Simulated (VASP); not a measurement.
Wanted: the native input for a VASP 6.6.1 run.

* Task: single point
* Functional: r2SCAN
* Potentials or basis: VASP PAW PBE potentials, release 64 (Re)
* Cutoff: 520 eV
* k mesh: 22 × 22 × 22
* Occupations: gaussian, width 0.15 eV
* Spin: no spin polarisation
* Dipole correction: no
* Further INCAR settings: ALGO = Normal; EDIFF = 1e-06; NBANDS = 10

Crystal: Re.

```
CELL_PARAMETERS angstrom
0.00000 1.80961 2.35250
1.80961 0.00000 2.35250
1.80961 1.80961 0.00000
ATOMIC_POSITIONS crystal
Re 0.00000 0.00000 0.00000
```

This cell differs from its parent crystal: ratio of the length along z to the lengths across it x 1.3, volume and fractional coordinates fixed.

These files were run (other wordings do the same):

POSCAR

```
Re
1.0
    0.0000000000      1.8096141460      2.3524983898
    1.8096141460      0.0000000000      2.3524983898
    1.8096141460      1.8096141460      0.0000000000
Re
1
Direct
    0.0000000000      0.0000000000      0.0000000000
```

INCAR.step1

```
SYSTEM = Re
ALGO = Normal ; EDIFF = 1E-4
ENCUT = 520 ; GGA = PE
ISMEAR = 0 ; LASPH = .True.
LCHARG = .False. ; LREAL = .False.
LWAVE = .True. ; NBANDS = 10
NELM = 100 ; PREC = Accurate
SIGMA = 0.15
```

INCAR.step2

```
SYSTEM = Re
ALGO = Normal ; EDIFF = 1E-6
ENCUT = 520 ; ISIF = 2
ISMEAR = 0 ; ISTART = 1
LASPH = .True. ; LCHARG = .True.
LELF = .True. ; LMIXTAU = .True.
LREAL = .False. ; LVHAR = .True.
LWAVE = .False. ; METAGGA = R2SCAN
NBANDS = 10 ; NELM = 100
PREC = Accurate ; SIGMA = 0.15
```

KPOINTS

```
k-points
0
Gamma
  22 22 22
  0 0 0
```

Potentials or basis: VASP PAW PBE potentials, release 64 (Re).

Launch:

```console
$ cat potpaw_PBE.64/Re/POTCAR > POTCAR
$ cp INCAR.step1 INCAR
$ mpirun -np 1 vasp_std > vasp.out
$ cp INCAR.step2 INCAR
$ mpirun -np 1 vasp_std > vasp.out
```

Results of the run:

* Pressure: -3.9 GPa

Caveat: the PAW data sets were made with another functional, which shifts forces and pressure a little.

Wall time 3.9 min on 1 thread of Intel(R) Xeon(R) Platinum 8488C (Sapphire Rapids), with other jobs on the host, peak memory 0.26 GiB.
